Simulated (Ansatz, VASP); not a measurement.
Two plane-wave programs on Re

```
Re
1.0
    -1.44858    1.44858    1.44858
     1.44858   -1.44858    1.44858
     1.44858    1.44858   -1.44858
Re
1
Direct
  0.00000 0.00000 0.00000
```

Change from the starting cell: volume scaled by 0.84, PAW files.

Alike in both runs: task single point; functional LDA; k mesh 19 × 19 × 19; occupations fermi-dirac, width 0.1 eV; no spin polarisation.

|  | VASP | Ansatz |
| --- | --- | --- |
| version | VASP 6.6.1 | Ansatz 0.2.0 |
| potentials or method | VASP PAW LDA potentials, release 64 (Re) | PAW with Ansatz's default frozen-core files, scalar-relativistic |
| plane-wave cutoff (eV) | 520 | 420 |
| valence electrons in the cell | 7 | 15 |

Ansatz gave:

| Item | Value |
| --- | --- |
| pressure (GPa) | 100.9 |

Which values does VASP return?

Pressure (GPa): 106.0.

LDA's correlation is that of Perdew and Zunger in VASP and of Perdew and Wang (1992) in Ansatz. Both programs put the cell under a high pressure, so it lies far from rest at this level. VASP's potentials hold 7 valence electrons a cell and Ansatz's 15, so a difference there can come from the potentials and not from the codes.

Neither program's run includes spin-orbit coupling. Noted on VASP's run: the cell as given lies far from equilibrium.
